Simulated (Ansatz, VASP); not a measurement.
## One calculation of Ti, two programs

```
Ti
1.0
     2.86393    0.00000    0.00000
     0.00000    4.53503    0.00000
     0.00000    0.00000   16.82670
Ti
2
Direct
  0.75000 0.75000 0.47543
  0.25000 0.25000 0.52457
```

Alike in both runs: task single point; functional LDA; k mesh 14 × 9 × 1; occupations fermi-dirac, width 0.05 eV; no spin polarisation.

|  | VASP | Ansatz |
| --- | --- | --- |
| version | VASP 6.6.1 | Ansatz 0.2.0 |
| potentials or method | VASP PAW LDA potentials, release 64 (Ti_sv) | PAW with Ansatz's default frozen-core files, scalar-relativistic |
| plane-wave cutoff (eV) | 400 | 420 |
| valence electrons in the cell | 24 | 24 |

```csv
,VASP,Ansatz,Ansatz less VASP
rms of the force components (eV/Å),0.103,0.104,+0.0002
```

LDA's correlation is that of Perdew and Zunger in VASP and of Perdew and Wang (1992) in Ansatz. Atom by atom the forces differ by 0.000 eV/Å (rms over components).
